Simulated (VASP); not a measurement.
Wanted: the native input for a VASP 6.6.1 run.

- Task: single point
- Functional: PBE
- Dispersion: D3(BJ)
- Potentials or basis: VASP PAW PBE potentials, release 64 (Te, Mo_sv)
- Cutoff: 520 eV
- k mesh: 2 × 2 × 2, shifted
- Occupations: gaussian, width 0.01 eV
- Spin: no spin polarisation
- Dipole correction: no
- Further INCAR settings: LREAL = Auto; ALGO = Normal; EDIFF = 1e-07; NBANDS = 180

The structure of Te2Mo lies in POSCAR:

```
Te2Mo
1.0
   -6.9904608496      0.0000000000     -7.6244023615
    3.4952304248      6.0539166799     -7.6244023615
    3.4952304248     -6.0539166799     -7.6244023615
Te Mo
24 12
Direct
    0.5795283069      0.2461949735      0.4128616402
    0.2461949735      0.9128616402      0.0795283069
    0.4128616402      0.0795283069      0.7461949735
    0.9128616402      0.0795283069      0.2461949735
    0.4128616402      0.5795283069      0.2461949735
    0.0795283069      0.2461949735      0.9128616402
    0.7461949735      0.9128616402      0.5795283069
    0.5795283069      0.7461949735      0.9128616402
    0.2461949735      0.4128616402      0.5795283069
    0.0795283069      0.7461949735      0.4128616402
    0.7461949735      0.4128616402      0.0795283069
    0.9128616402      0.5795283069      0.7461949735
    0.7538050265      0.4204716931      0.5871383598
    0.4204716931      0.0871383598      0.2538050265
    0.5871383598      0.2538050265      0.9204716931
    0.0871383598      0.2538050265      0.4204716931
    0.5871383598      0.7538050265      0.4204716931
    0.2538050265      0.4204716931      0.0871383598
    0.9204716931      0.0871383598      0.7538050265
    0.7538050265      0.9204716931      0.0871383598
    0.4204716931      0.5871383598      0.7538050265
    0.2538050265      0.9204716931      0.5871383598
    0.9204716931      0.5871383598      0.2538050265
    0.0871383598      0.7538050265      0.9204716931
    0.0000000000      0.5000000000      0.5000000000
    0.6666666667      0.1666666667      0.1666666667
    0.8333333333      0.3333333333      0.8333333333
    0.3333333333      0.3333333333      0.3333333333
    0.8333333333      0.8333333333      0.3333333333
    0.5000000000      0.5000000000      0.0000000000
    0.1666666667      0.1666666667      0.6666666667
    0.0000000000      0.0000000000      0.0000000000
    0.6666666667      0.6666666667      0.6666666667
    0.5000000000      0.0000000000      0.5000000000
    0.1666666667      0.6666666667      0.1666666667
    0.3333333333      0.8333333333      0.8333333333
```

One way to write it, as run:

INCAR

```
SYSTEM = Te2Mo
  ALGO = Normal
  EDIFF = 1E-7
  ENCUT = 520
  GGA = PE
  ISIF = 2
  ISMEAR = 0
  IVDW = 12
  LASPH = .True.
  LCHARG = .False.
  LREAL = Auto
  LUSENCCL = .False.
  LWAVE = .False.
  NBANDS = 180
  NELM = 80
  PREC = Accurate
  SIGMA = 0.01
```

KPOINTS

```
Automatic mesh
0
Gamma
  2 2 2
  0.5 0.5 0.5
```

Potentials or basis: VASP PAW PBE potentials, release 64 (Te, Mo_sv).

The run is started by

```console
$ cat potpaw_PBE.64/Te/POTCAR potpaw_PBE.64/Mo_sv/POTCAR > POTCAR
$ mpirun -np 1 vasp_std > vasp.out
```

It gave:

```yaml
Pressure: 0.0 GPa
Largest_force: 0.015 eV/Å
Band_gap_on_the_k_mesh: 1.00 eV
Dispersion_energy_per_atom: -0.499 eV
```

Caveat: spin-orbit coupling is left out, which moves the levels of the heavy elements; a shifted mesh leaves out Γ, where band edges can lie.

It took 91 s on 1 × NVIDIA H100 80GB with 1 thread of AMD EPYC 7R13 Processor (Zen 3) (shared host), peak memory 1.8 GiB.
